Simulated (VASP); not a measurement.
Wanted: the native input for a VASP 6.6.1 run.

- Task: single point
- Functional: PBEsol
- Potentials or basis: VASP PAW PBE potentials, release 64 (Sn_d, Nb_sv)
- Cutoff: 590 eV
- k mesh: 5 × 5 × 5
- Occupations: fermi-dirac, width 0.05 eV
- Spin: no spin polarisation
- Dipole correction: no
- Second try: not_converged
- Further INCAR settings: ALGO = All; EDIFF = 1e-06; NBANDS = 63

The structure of Nb3Sn lies in POSCAR:

```
Nb3Sn
1.0
    5.2597480270      0.0000000000      0.0000000000
    0.0000000000      5.2597480270      0.0000000000
    0.0000000000      0.0000000000      5.2597480270
Sn Nb
2 6
Direct
    0.5000000000      0.5000000000      0.5000000000
    0.0000000000      0.0000000000      0.0000000000
    0.0000000000      0.5000000000      0.2500000000
    0.0000000000      0.5000000000      0.7500000000
    0.5000000000      0.2500000000      0.0000000000
    0.7500000000      0.0000000000      0.5000000000
    0.5000000000      0.7500000000      0.0000000000
    0.2500000000      0.0000000000      0.5000000000
```

One way to write it, as run:

INCAR

```
SYSTEM = Nb3Sn
PREC = Accurate
ENCUT = 590
EDIFF = 1E-6
ISMEAR = -1
SIGMA = 0.05
LREAL = .False.
LASPH = .True.
NELM = 300
ALGO = All
ISIF = 2
LWAVE = .False.
LCHARG = .False.
GGA = PS
NBANDS = 63
GGA_COMPAT = .False.
ISEARCH = 1
KPAR = 4
```

KPOINTS

```
Automatic mesh
0
Gamma
  5 5 5
  0 0 0
```

Potentials or basis: VASP PAW PBE potentials, release 64 (Sn_d, Nb_sv).

The run is started by

```sh
$ cat potpaw_PBE.64/Sn_d/POTCAR potpaw_PBE.64/Nb_sv/POTCAR > POTCAR
$ mpirun -np 4 vasp_std > vasp.out
```

Results of the run:

* Pressure: -0.2 GPa
* Band gap on the k mesh: zero (bands 53 and 54 overlap by 0.12 eV)

Caveat: the PAW data sets were made with another functional, which shifts forces and pressure a little; spin-orbit coupling is left out, which moves the levels of the heavy elements.

It took 60 s on 4 MPI ranks on Intel(R) Xeon(R) Platinum 8488C (Sapphire Rapids), with other jobs on the host, peak memory 0.38 GiB a rank.
